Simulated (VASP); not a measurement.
KCl (Sylvite): single point with r2SCAN

Crystal: KCl (Sylvite).

```
K Cl
1.0
     0.00000    3.14485    3.14485
     3.14485    0.00000    3.14485
     3.14485    3.14485    0.00000
K Cl
1 1
Direct
  0.00000 0.00000 0.00000
  0.50000 0.50000 0.50000
```

```yaml
Program: VASP 6.6.1
Task: single point
Functional: r2SCAN
Potentials_or_basis: VASP PAW PBE potentials, release 64 (K_sv, Cl)
Cutoff: 520 eV
k_mesh: 4 × 4 × 4
Occupations: gaussian, width 0.01 eV
Spin: no spin polarisation
```

```
Pressure               : 0.0 GPa
Band gap on the k mesh : 5.83 eV, direct
```

Levels at points of the mesh, in eV from the valence-band top:
| k point | band 6 | band 7 | band 8 | band 9 | band 10 | band 11 |
| --- | --- | --- | --- | --- | --- | --- |
| (0.00, 0.00, 0.00) | 0.00 | 0.00 | 0.00 | 5.83 | 9.03 | 9.03 |
| (0.50, 0.00, 0.00) | -1.05 | -0.32 | -0.32 | 8.14 | 9.25 | 11.33 |
| (0.50, 0.50, 0.00) | -0.67 | -0.23 | -0.23 | 7.03 | 9.22 | 10.70 |

Wall time 2.2 min on 1 thread of AMD EPYC 7R13, on a shared host, peak memory 0.19 GiB.

Caveat: the k points lie up to 0.43 Å⁻¹ apart; the PAW data sets were made with another functional, which shifts forces and pressure a little. r2SCAN opens gaps a little over a GGA but as a rule still falls short of measured ones.
